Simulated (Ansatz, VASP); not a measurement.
**SbW: VASP beside Ansatz**

File INCAR:

```
PREC     = Accurate       # precision mode
ENCUT    = 520            # plane-wave cutoff, eV
EDIFF    = 1E-7           # SCF threshold, eV
ISMEAR   = -1             # smearing method
SIGMA    = 0.08           # smearing width, eV
LREAL    = False          # projectors in reciprocal space
LASPH    = True           # aspherical terms in the spheres
NELM     = 100            # most SCF steps
ALGO     = Normal         # electronic algorithm
ISIF     = 2              # what is computed and relaxed
LWAVE    = False          # write WAVECAR
LCHARG   = False          # write CHGCAR
GGA      = PE             # functional
NBANDS   = 16             # bands
```

Contents of KPOINTS:

```
Automatic mesh
0
Gamma
  12 12 12
```

File POSCAR:

```
SbW
1.0
    2.8082510050      0.0000000000      0.0000000000
    0.0000000000      2.8082510050      0.0000000000
    0.0000000000      0.0000000000      2.8082510050
W Sb
1 1
Direct
    0.0000000000      0.0000000000      0.0000000000
    0.5000000000      0.5000000000      0.5000000000
```

Input for Ansatz:

```yaml
crystal:
  lattice:
    - [2.808251005, 0.0, 0.0]
    - [0.0, 2.808251005, 0.0]
    - [0.0, 0.0, 2.808251005]
  atoms:
    - { symbol: W, position: [0.0, 0.0, 0.0] }
    - { symbol: Sb, position: [0.5, 0.5, 0.5] }
kpoints:
  mp_grid: { grid: [12, 12, 12] }
scf:
  occupations: { method: fermi_dirac, width: 0.08 }
hamiltonian:
  xc: pbe
  pseudopotentials: { kind: all_electron, lapw: { basis_error: 0.001 } }
output:
  forces: true
  stress: true
  eigenvalues: true
  populations: true
```

Change from the starting cell: volume scaled by 0.6, LAPW.

Alike in both runs: task single point; functional PBE; k mesh 12 × 12 × 12; occupations fermi-dirac, width 0.08 eV; no spin polarisation.

```csv
,VASP,Ansatz
version,VASP 6.6.1,Ansatz 0.2.0
potentials or method,"VASP PAW PBE potentials, release 64 (W_sv, Sb), cutoff 520 eV","all-electron LAPW, scalar-relativistic"
```

Ansatz gave:

| Property | Result |
| --- | --- |
| pressure (GPa) | 287.1 |

Question: What did VASP give for the same quantities?

Answer: Pressure (GPa): 290.3.

Both programs put the cell under a high pressure, so it lies far from rest at this level. Ansatz ran all-electron here, and VASP with PAW potentials.

Neither program's run includes spin-orbit coupling. Noted on VASP's run: the cell as given lies far from equilibrium.
